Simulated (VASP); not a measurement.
Runs of VASP 6.6.1 on InAs. The structure is that of space group F-43m (No. 216), or close to it. The cells are those of the table. 

| cell | gap on the mesh (eV) | pressure (GPa) |
| --- | --- | --- |
| a = 4.417 Å, angles 60.0°, 2 atoms | none | -3.5 |
| a = 4.062 Å, angles 60.0°, 2 atoms | 0.50 | 14.7 |
| a = 4.187 Å, angles 60.0°, 2 atoms | (a) | 5.8 |
| a = 4.523 Å, angles 60.0°, 2 atoms | none | (b) |

Alike in all rows: task single point; level PBEsol; potentials or basis VASP PAW PBE potentials, release 64 (In_d, As); no spin polarisation; k mesh 14 × 14 × 14; cutoff (eV) 520; smearing gaussian 0.15 eV.

Task: Fill in the values left out.

Result: (a) 0.04; (b) -5.8.

Caveats: semilocal functionals underestimate gaps, and a narrow one can read as zero; the PAW data sets were made with another functional, which shifts forces and pressure a little; spin-orbit coupling is left out, which moves the levels of the heavy elements; the cell stands under tension (at least some runs); the cell stands under pressure (at least some runs); the smearing spreads over this small gap (at least some runs).

A k mesh can miss the band edges, and the runs leave out spin-orbit coupling on As, In.

A gap of «none» marks levels without a gap at the run's occupations.
